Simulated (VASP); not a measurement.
Input of a VASP 6.6.1 run:

File POSCAR:

```
AlN
1.0
    2.9823987244      0.0000000000      0.0000000000
   -1.4911993622      2.5828330596      0.0000000000
    0.0000000000      0.0000000000      5.1775410392
Al N
2 2
Direct
    0.3333333333      0.6666666667      0.0016929024
    0.6666666667      0.3333333333      0.5016929024
    0.3333333333      0.6666666667      0.3833070976
    0.6666666667      0.3333333333      0.8833070976
```

File INCAR.step1:

```
  PREC = Accurate
  ENCUT = 520
  ISMEAR = 0
  SIGMA = 0.05
  LREAL = F
  LASPH = T
  NELM = 100
  NBANDS = 16
  GGA = PE
  ALGO = Normal
  EDIFF = 1E-4
  LWAVE = T
  LCHARG = F
```

The input INCAR.step2:

```
  PREC = Accurate
  ENCUT = 520
  EDIFF = 1E-6
  ISMEAR = 0
  SIGMA = 0.05
  LREAL = F
  LASPH = T
  NELM = 100
  ALGO = Normal
  ISIF = 2
  LWAVE = F
  LCHARG = T
  METAGGA = R2SCAN
  LMIXTAU = T
  LELF = T
  LVHAR = T
  NBANDS = 16
  ISTART = 1
```

File KPOINTS:

```
Automatic mesh
0
Gamma
  12 12 6
```

Potentials or basis: VASP PAW PBE potentials, release 64 (Al, N).

Run with:

```console
$ cat potpaw_PBE.64/Al/POTCAR potpaw_PBE.64/N/POTCAR > POTCAR
$ cp INCAR.step1 INCAR
$ mpirun -np 1 vasp_std > vasp.out
$ cp INCAR.step2 INCAR
$ mpirun -np 1 vasp_std > vasp.out
```

**Question.** Predict the largest force.

**Answer.** 0.841 eV/Å.

**Question.** Predict the pressure.

**Answer.** 12.1 GPa.

**Question.** Predict the band gap on the k mesh.

**Answer.** 5.17 eV, direct.

Forces in eV/Å, atoms in the order of the input:
```
Al   0.000  0.000  0.841
Al   0.000  0.000  0.841
N    0.000  0.000 -0.841
N    0.000  0.000 -0.841
```

Caveat: the cell differs from its parent crystal (strain -0.040 along x and y, +0.040 along z); the PAW data sets were made with another functional, which shifts forces and pressure a little. A k mesh can miss the band edges.
